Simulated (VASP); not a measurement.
# Sb: relaxation of cell and atoms with PBE

Sb:

```
CELL_PARAMETERS angstrom
1.95308 -6.19556 0.00000
1.95308 6.19556 0.00000
0.00000 0.00000 5.16887
ATOMIC_POSITIONS crystal
Sb 0.09800 0.90200 0.91000
Sb 0.59800 0.40200 0.59000
Sb 0.90200 0.09800 0.09000
Sb 0.40200 0.59800 0.41000
```

```
Program                : VASP 6.6.1
Task                   : relaxation of cell and atoms
Functional             : PBE
Potentials or basis    : VASP PAW PBE potentials, release 64 (Sb)
Cutoff                 : 600 eV
k mesh                 : 6 × 6 × 4
Occupations            : gaussian, width 0.1 eV
Spin                   : no spin polarisation
Dipole correction      : no
Further INCAR settings : ALGO = Normal; EDIFF = 1e-06; IBRION = 2; EDIFFG = -0.04; NSW = 90; ISIF = 3
```

* Relaxed volume: 32.68 Å³/atom
* Relaxed cell: a = 6.653 Å, b = 6.653 Å, c = 4.743 Å, α = 90.00°, β = 90.00°, γ = 141.50°
* Space group after relaxing (to 0.05 Å): Cmce (No. 64)
* Energy gained by relaxing: 698.9 meV/atom
* Ionic steps: 25
* Pressure after relaxing: 0.0 GPa
* Largest force after relaxing: 0.034 eV/Å
* Band gap on the k mesh: 0.09 eV, indirect (least direct gap 0.41 eV)

Forces in eV/Å, atoms in the order of the input:
```
Sb   0.000 -0.034 -0.004
Sb   0.000 -0.034  0.004
Sb   0.000  0.034  0.004
Sb   0.000  0.034 -0.004
```

Stress tensor (GPa, compression positive):
```
 0.03  0.00  0.00
 0.00 -0.07  0.00
 0.00  0.00 -0.07
```

The path:
```csv
step,energy change (eV),largest force (eV/Å),pressure (GPa),volume (Å³)
1,0.0000,4.4746,21.08,125.09
2,-0.3495,1.7048,-6.76,215.17
3,-2.5557,0.1609,-1.32,161.17
4,-2.5693,0.2362,-0.72,158.94
5,-2.5716,0.3199,-0.29,157.47
6,-2.5963,0.2575,-0.39,156.29
7,-2.5973,0.2858,-0.40,155.99
8,-2.6195,0.2324,-0.30,153.32
9,-2.6621,0.1164,0.14,145.45
10,-2.6200,0.2233,1.73,130.47
11,-2.6677,0.1182,0.59,141.18
12,-2.6868,0.1073,0.30,140.37
13,-2.7227,0.2610,-0.46,137.87
14,-2.7258,0.4443,-1.44,132.60
15,-2.7358,0.3702,-0.97,135.46
16,-2.7567,0.3173,-0.81,133.44
17,-2.7775,0.2429,-0.51,130.44
18,-2.7674,0.1331,0.42,124.35
19,-2.7836,0.1931,-0.23,128.39
20,-2.7872,0.1612,-0.10,128.59
21,-2.7914,0.0956,0.17,128.98
22,-2.7918,0.0714,0.30,129.16
23,-2.7943,0.0416,0.08,130.02
24,-2.7951,0.0176,-0.14,130.89
25,-2.7957,0.0339,-0.04,130.70
```

Final structure:
```
Sb
1.0
     2.19358   -6.28072    0.00000
     2.19358    6.28072    0.00000
     0.00000    0.00000    4.74333
Sb
4
Direct
  0.11346 0.88654 0.95711
  0.61346 0.38654 0.54289
  0.88654 0.11346 0.04289
  0.38654 0.61346 0.45711
```

Levels at points of the mesh, in eV from the valence-band top:
```
           k point  band 7  band 8  band 9  band 10  band 11  band 12  band 13  band 14
(0.00, 0.00, 0.00)   -2.56   -1.73   -1.32    -0.30     2.18     2.57     2.66     3.31
(0.50, 0.00, 0.00)   -1.47   -1.47   -1.16    -1.16     0.85     0.85     1.29     1.29
(0.50, 0.50, 0.00)   -2.85   -1.37   -1.09    -0.33     0.09     2.26     2.30     2.92
(0.00, 0.00, 0.50)   -1.31   -1.31   -0.23    -0.23     0.81     0.81     1.18     1.18
(0.50, 0.00, 0.50)   -3.52   -3.52   -1.37    -1.37     1.93     1.93     4.83     4.83
(0.50, 0.50, 0.50)   -1.17   -1.17   -0.64    -0.64     1.29     1.29     1.59     1.59
```

Run time: 19 min on 1 thread of Intel(R) Xeon(R) Platinum 8559C (Emerald Rapids) (shared host), peak memory 0.37 GiB.

Caveat: spin-orbit coupling is left out, which moves the levels of the heavy elements. A k mesh can miss the band edges.
